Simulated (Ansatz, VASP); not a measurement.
## One calculation of Co4F, two programs

INCAR

```
SYSTEM = Co4F
  PREC = Accurate
  ENCUT = 520
  EDIFF = 1E-7
  ISMEAR = 0
  SIGMA = 0.1
  LREAL = .False.
  LASPH = .True.
  NELM = 150
  ALGO = Normal
  ISIF = 2
  LWAVE = .False.
  LCHARG = .False.
  ISPIN = 2
  MAGMOM = 3 3 3 3 0
  LORBIT = 11
  LMAXMIX = 4
  GGA = PE
  NBANDS = 34
```

File KPOINTS:

```
Automatic mesh
0
Gamma
  4 4 4
  0 0 0
```

Contents of POSCAR:

```
Co4F
1.0
    3.8877679800      0.0000000000      0.0000000000
    0.0000000000      3.8877679800      0.0000000000
    0.0000000000      0.0000000000      3.8877679800
Co F
4 1
Direct
    0.5000000000      0.0000000000      0.0000000000
    0.0000000000      0.5000000000      0.0000000000
    0.0000000000      0.0000000000      0.5000000000
    0.5000000000      0.5000000000      0.5000000000
    0.0000000000      0.0000000000      0.0000000000
```

Input for Ansatz:

```yaml
crystal:
  lattice:
    - [3.88776798, 0.0, 0.0]
    - [0.0, 3.88776798, 0.0]
    - [0.0, 0.0, 3.88776798]
  atoms:
    - { symbol: Co, position: [0.5, 0.0, 0.0], spin: 3.0 }
    - { symbol: Co, position: [0.0, 0.5, 0.0], spin: 3.0 }
    - { symbol: Co, position: [0.0, 0.0, 0.5], spin: 3.0 }
    - { symbol: Co, position: [0.5, 0.5, 0.5], spin: 3.0 }
    - { symbol: F, position: [0.0, 0.0, 0.0] }
basis:
  ecutwfc: 420
kpoints:
  mp_grid: { grid: [4, 4, 4] }
hamiltonian:
  xc: pbe
scf:
  occupations: { method: gaussian, width: 0.1 }
  lower_state_search: "off"
output:
  forces: true
  stress: true
  eigenvalues: true
  populations: true
magnetization:
  spin_polarized: true
```

Alike in both runs: task single point; functional PBE; k mesh 4 × 4 × 4; occupations gaussian, width 0.1 eV; collinear spin.

|  | VASP | Ansatz |
| --- | --- | --- |
| version | VASP 6.6.1 | Ansatz 0.2.0 |
| potentials or method | VASP PAW PBE potentials, release 64 (Co, F), cutoff 520 eV | scalar-relativistic, plane waves, PAW |
| valence electrons in the cell | 43 | 75 |

Ansatz gave:

| Item | Value |
| --- | --- |
| gap on the k mesh at the Fermi level (eV) | none |
| pressure (GPa) | 5.4 |
| net moment per atom (μB) | 1.58 |
| size of the moment on the site where the two differ most (μB) | 1.90 |

Problem. What did VASP give for the same quantities?

Solution. gap on the k mesh at the Fermi level (eV): none; pressure (GPa): 5.6; net moment per atom (μB): 1.58; size of the moment on the site where the two differ most (μB): 1.99.

Site moments also hang on the region over which each program counts them. A gap of «none» marks a metal or a gap that the smearing closes. The functional is the same, so the differences come from potentials, cutoffs and numerics. VASP's potentials hold 43 valence electrons a cell and Ansatz's 75, so a difference there can come from the potentials and not from the codes.

The k mesh is coarse, so the values compare programs but aren't converged.
